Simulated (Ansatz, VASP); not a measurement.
**One calculation of Cr, two programs**

Contents of INCAR:

```
  PREC = Accurate
  ENCUT = 700
  EDIFF = 1E-6
  ISMEAR = -1
  SIGMA = 0.05
  LREAL = False
  LASPH = True
  NELM = 200
  ALGO = Normal
  ISIF = 2
  LWAVE = False
  LCHARG = False
  ISPIN = 2
  MAGMOM = 3.8
  LORBIT = 11
  NUPDOWN = 3.8
  LMAXMIX = 4
  GGA = PE
  NBANDS = 17
  GGA_COMPAT = False
```

The input KPOINTS:

```
regular mesh
0
Gamma
  11 11 11
```

POSCAR

```
Cr
1.0
   -1.4943366600      1.5452007300      1.3932153400
    1.5696721600     -1.4509560800      1.3743061900
    1.4063430800      1.3629625000     -1.2989706900
Cr
1
Direct
    0.0000000000      0.0000000000      0.0000000000
```

The input input.yaml:

```yaml
crystal:
  lattice:
    - [-1.49433666, 1.54520073, 1.39321534]
    - [1.56967216, -1.45095608, 1.37430619]
    - [1.40634308, 1.3629625, -1.29897069]
  atoms:
    - { symbol: Cr, position: [0.0, 0.0, 0.0], spin: 3.8 }
hamiltonian:
  xc: pbe
  pseudopotentials: { kind: paw }
magnetization:
  spin_polarized: true
  initial_magnetization: 3.8
  spin_locking: { lock_magnetization: hard }
kpoints:
  mp_grid: { grid: [11, 11, 11] }
scf:
  occupations: { method: fermi_dirac, width: 0.05 }
  lower_state_search: "off"
output:
  forces: true
  stress: true
  eigenvalues: true
```

Alike in both runs: task single point; functional PBE; k mesh 11 × 11 × 11; occupations fermi-dirac, width 0.05 eV; collinear spin; fixed moment 3.8 μB.

|  | VASP | Ansatz |
| --- | --- | --- |
| version | VASP 6.6.1 | Ansatz 0.2.0 |
| potentials or method | VASP PAW PBE potentials, release 64 (Cr_sv) | Ansatz PAW |
| plane-wave cutoff (eV) | 700 | 420 |
| valence electrons in the cell | 14 | 14 |

VASP gave:

```
net moment per atom (μB)                                      : 3.80
size of the moment on the site where the two differ most (μB) : 3.09
```

Task: What did Ansatz give for the same quantities?

Result: net moment per atom (μB): 3.80; size of the moment on the site where the two differ most (μB): 3.13.

Site moments also hang on the region over which each program counts them. The functional is the same, so the differences come from potentials, cutoffs and numerics.
